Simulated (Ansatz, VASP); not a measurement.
## One calculation of WS2, two programs

```
W S
1.0
     3.14608    0.00000    0.00000
    -1.57304    2.72459    0.00000
     0.00000    0.00000   12.70461
W S
2 4
Direct
  0.33333 0.66667 0.25000
  0.66667 0.33333 0.75000
  0.33333 0.66667 0.62660
  0.66667 0.33333 0.12660
  0.33333 0.66667 0.87340
  0.66667 0.33333 0.37340
```

Alike in both runs: functional PBEsol; k mesh 12 × 12 × 2; occupations gaussian, width 0.02 eV; no spin polarisation.

Ansatz relaxed the structure, and its values are those at the end. VASP's run is a single point on that final structure, the one shown.

```csv
,VASP,Ansatz
version,VASP 6.6.1,Ansatz 0.2.0
potentials or method,"VASP PAW PBE potentials, release 64 (W_sv, S), cutoff 520 eV","scalar-relativistic, plane waves, PAW"
valence electrons in the cell,52,52
```

|  | VASP | Ansatz | Ansatz less VASP |
| --- | --- | --- | --- |
| gap on the k mesh at the Fermi level (eV) | 1.12 | 1.10 | -0.015 |
| least direct gap on the mesh (eV) | 1.87 | 1.87 | -0.004 |
| pressure (GPa) | 0.1 | 0.0 | -0.12 |
| rms of the force components (eV/Å) | 0.009 | 0.001 | -0.0077 |

VASP's potentials were made for PBE, not for PBEsol.

Spin-orbit coupling is off throughout.
